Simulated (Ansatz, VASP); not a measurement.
One calculation of C, two programs

Contents of INCAR:

```
ALGO = Normal
EDIFF = 1E-6
ENCUT = 600
GGA = PS
GGA_COMPAT = F
ISIF = 2
ISMEAR = 0
LASPH = T
LCHARG = F
LREAL = F
LWAVE = F
NBANDS = 16
NELM = 120
PREC = Accurate
SIGMA = 0.1
```

KPOINTS

```
k-points
0
Gamma
  21 21 6
```

File POSCAR:

```
C
1.0
    1.2294723647     -2.1290725371      0.0000000000
    1.2294723647      2.1290725371      0.0000000000
    0.0000000000      0.0000000000      7.3735327415
C
4
Direct
    0.5833218208      0.4166781792      0.7500600732
    0.0833218208      0.9166781792      0.2499399268
    0.4166781792      0.5833218208      0.2499399268
    0.9166781792      0.0833218208      0.7500600732
```

Input for Ansatz:

```yaml
crystal:
  lattice:
    - [1.2294723647, -2.1290725371, 0.0]
    - [1.2294723647, 2.1290725371, 0.0]
    - [0.0, 0.0, 7.3735327415]
  atoms:
    - { symbol: C, position: [0.5833218208, 0.4166781792, 0.7500600732] }
    - { symbol: C, position: [0.0833218208, 0.9166781792, 0.2499399268] }
    - { symbol: C, position: [0.4166781792, 0.5833218208, 0.2499399268] }
    - { symbol: C, position: [0.9166781792, 0.0833218208, 0.7500600732] }
basis:
  ecutwfc: 600.0
kpoints:
  mp_grid: { grid: [21, 21, 6] }
hamiltonian:
  xc: pbesol
  pseudopotentials: { kind: paw, azcp: { folder: soft_1 } }
scf:
  occupations: { method: gaussian, width: 0.1 }
output:
  forces: true
  stress: true
  eigenvalues: true
```

Alike in both runs: task single point; functional PBEsol; k mesh 21 × 21 × 6; occupations gaussian, width 0.1 eV; no spin polarisation.

```csv
,VASP,Ansatz
version,VASP 6.6.1,Ansatz 0.2.0
potentials or method,"VASP PAW PBE potentials, release 64 (C), cutoff 600 eV","scalar-relativistic, plane waves, PAW"
valence electrons in the cell,16,16
```

VASP gave:

- gap on the k mesh at the Fermi level (eV): none
- pressure (GPa): 0.3
- traceless stress, the component that is largest in VASP (GPa): -0.56

Problem. Estimate Ansatz's values.

Solution. gap on the k mesh at the Fermi level (eV): none; pressure (GPa): 0.0; traceless stress, the component that is largest in VASP (GPa): 0.00.

VASP's potentials were made for PBE, not for PBEsol, and Ansatz warns of the same on its side. A gap of «none» marks a metal or a gap that the smearing closes.
